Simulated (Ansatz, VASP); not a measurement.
# NaI: VASP beside Ansatz

```xyz
2
Lattice="0.0000 3.2003 3.2003 3.2003 0.0000 3.2003 3.2003 3.2003 0.0000" Properties=species:S:1:pos:R:3 pbc="T T T"
Na    0.0000    0.0000    0.0000
I     3.2003    3.2003    3.2003
```

Alike in both runs: task single point; functional PBEsol; k mesh 8 × 8 × 8; no spin polarisation.

```csv
,VASP,Ansatz
version,VASP 6.6.1,Ansatz 0.2.0
potentials or method,"VASP PAW PBE potentials, release 64 (Na_pv, I), cutoff 520 eV","all-electron LAPW, scalar-relativistic"
occupations,"gaussian, width 0.01 eV",fixed
```

|  | VASP | Ansatz | Ansatz less VASP |
| --- | --- | --- | --- |
| gap on the k mesh at the Fermi level (eV) | 3.59 | 3.60 | +0.003 |
| pressure (GPa) | 0.1 | 0.0 | -0.03 |

VASP's potentials were made for PBE, not for PBEsol. Ansatz ran all-electron here, and VASP with PAW potentials.

Neither program's run includes spin-orbit coupling.
